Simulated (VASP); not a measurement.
Input of a VASP 6.6.1 run:

POSCAR

```
P
1.0
    4.2729048574      0.0000000000      0.0000000000
    0.0000000000      4.2729048574      0.0000000000
    0.0000000000      0.0000000000      4.3780000000
P
1
Direct
    0.0000000000      0.0000000000      0.0000000000
```

INCAR.step1

```
  ALGO = Normal
  EDIFF = 1E-4
  ENCUT = 600
  GGA = PE
  ISMEAR = 0
  LASPH = T
  LCHARG = F
  LREAL = F
  LWAVE = T
  NELM = 100
  PREC = Accurate
  SIGMA = 0.1
```

File INCAR.step2:

```
  ALGO = Normal
  EDIFF = 1E-6
  EDIFFG = -0.005
  ENCUT = 600
  IBRION = 2
  ISIF = 3
  ISMEAR = 0
  ISTART = 1
  LASPH = T
  LCHARG = F
  LMIXTAU = T
  LREAL = F
  LWAVE = F
  METAGGA = R2SCAN
  NELM = 100
  NSW = 100
  PREC = Accurate
  SIGMA = 0.1
```

File KPOINTS:

```
k-points
0
Gamma
  10 10 10
```

Potentials or basis: VASP PAW PBE potentials, release 64 (P).

Launch:

```bash
$ cat potpaw_PBE.64/P/POTCAR > POTCAR
$ cp INCAR.step1 INCAR
$ mpirun -np 1 vasp_std > vasp.out
$ cp INCAR.step2 INCAR
$ mpirun -np 1 vasp_std > vasp.out
```

Q: What does it give for the relaxed cell?

A: a = 2.431 Å, b = 2.431 Å, c = 2.431 Å, α = 90.00°, β = 90.00°, γ = 90.00°.

Q: Predict the space group after relaxing (to 0.05 Å).

A: Pm-3m (No. 221).

Step by step:
```tsv
step	energy change (eV)	largest force (eV/Å)	pressure (GPa)	volume (Å³)
1	0.0000	0.0000	-4.02	79.93
2	-0.7204	0.0000	-7.33	58.90
3	-2.8423	0.0000	-17.62	30.27
4	24.2048	0.0000	2503.83	3.83
5	-3.1003	0.0000	-18.60	27.99
6	-4.1917	0.0000	34.24	12.19
7	-4.2329	0.0000	-15.17	18.29
8	-4.4102	0.0000	-7.30	15.73
9	-4.4325	0.0000	0.88	14.50
10	-4.2094	0.0000	33.99	12.15
11	-4.4897	0.0000	7.14	13.73
12	-4.4927	0.0000	8.30	13.61
13	-4.4569	0.0000	-6.72	15.47
14	-4.5222	0.0000	0.37	14.32
15	-4.5222	0.0000	0.51	14.31
16	-4.5224	0.0000	-0.48	14.42
17	-4.5224	0.0000	-0.14	14.38
18	-4.5224	0.0000	-0.18	14.39
19	-4.5225	0.0000	0.02	14.36
20	-4.5225	0.0000	-0.04	14.37
```

Caveat: the volume moved by over 15 % at a fixed basis, so the end points are rough; the PAW data sets were made with another functional, which shifts forces and pressure a little; the volume moved by -82 % from the deposited cell, more than functionals usually miss.
